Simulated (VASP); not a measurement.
Here is a VASP 6.6.1 calculation.

File INCAR:

```
SYSTEM = LiF
PREC = Accurate
ENCUT = 520
EDIFF = 1E-7
ISMEAR = 0
SIGMA = 0.05
LREAL = .False.
LASPH = .True.
NELM = 60
ALGO = Normal
ISIF = 2
LWAVE = .False.
LCHARG = .False.
GGA = PE
NBANDS = 12
```

File KPOINTS:

```
Automatic mesh
0
Gamma
  10 10 10
  0 0 0
```

The input POSCAR:

```
LiF
1.0
    2.4571516800      0.0000000000      0.0000000000
    0.0000000000      2.4571516800      0.0000000000
    0.0000000000      0.0000000000      2.6619143200
Li F
1 1
Direct
    0.0000000000      0.0000000000      0.0000000000
    0.5000000000      0.5000000000      0.5000000000
```

Potentials or basis: VASP PAW PBE potentials, release 64 (Li_sv, F).

Launch:

```console
$ cat potpaw_PBE.64/Li_sv/POTCAR potpaw_PBE.64/F/POTCAR > POTCAR
$ mpirun -np 1 vasp_std > vasp.out
```

Q: Predict the band gap on the k mesh.

A: 7.55 eV (least direct gap 8.17 eV).

Caveat: the cell differs from its parent crystal (strain -0.040 along x and y, +0.040 along z). A k mesh can miss the band edges.
